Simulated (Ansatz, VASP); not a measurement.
C in VASP and in Ansatz

INCAR

```
  PREC = Accurate
  ENCUT = 520
  EDIFF = 1E-7
  ISMEAR = 0
  SIGMA = 0.01
  LREAL = False
  LASPH = True
  NELM = 100
  ALGO = Normal
  ISIF = 2
  LWAVE = False
  LCHARG = False
  GGA = PE
  NBANDS = 16
```

File KPOINTS:

```
regular mesh
0
Gamma
  9 9 6
```

The input POSCAR:

```
C
1.0
    2.4602619990      0.0000000000      0.0000000000
   -1.2301309995      2.1306493911      0.0000000000
    0.0000000000      0.0000000000      4.0950873772
C
4
Direct
    0.3333333333      0.6666666667      0.0002342823
    0.6666666667      0.3333333333      0.5002342823
    0.3333333333      0.6666666667      0.3747657177
    0.6666666667      0.3333333333      0.8747657177
```

Input for Ansatz:

```yaml
crystal:
  lattice:
    - [2.460261999, 0.0, 0.0]
    - [-1.2301309995, 2.1306493911, 0.0]
    - [0.0, 0.0, 4.0950873772]
  atoms:
    - { symbol: C, position: [0.3333333333, 0.6666666667, 0.0002342823] }
    - { symbol: C, position: [0.6666666667, 0.3333333333, 0.5002342823] }
    - { symbol: C, position: [0.3333333333, 0.6666666667, 0.3747657177] }
    - { symbol: C, position: [0.6666666667, 0.3333333333, 0.8747657177] }
kpoints:
  mp_grid: { grid: [9, 9, 6] }
hamiltonian:
  xc: pbe
scf:
  occupations: { method: fixed }
  n_extra_bands: 5
output:
  forces: true
  stress: true
  eigenvalues: true
```

Alike in both runs: task single point; functional PBE; k mesh 9 × 9 × 6; no spin polarisation.

|  | VASP | Ansatz |
| --- | --- | --- |
| version | VASP 6.6.1 | Ansatz 0.2.0 |
| potentials or method | VASP PAW PBE potentials, release 64 (C) | plane waves, PAW |
| plane-wave cutoff (eV) | 520 | 420 |
| occupations | gaussian, width 0.01 eV | fixed |
| valence electrons in the cell | 16 | 16 |

|  | VASP | Ansatz | Ansatz less VASP |
| --- | --- | --- | --- |
| gap on the k mesh at the Fermi level (eV) | 3.12 | 3.14 | +0.015 |
| rms of the force components (eV/Å) | 0.046 | 0.044 | -0.0023 |

Atom by atom the forces differ by 0.002 eV/Å (rms over components).
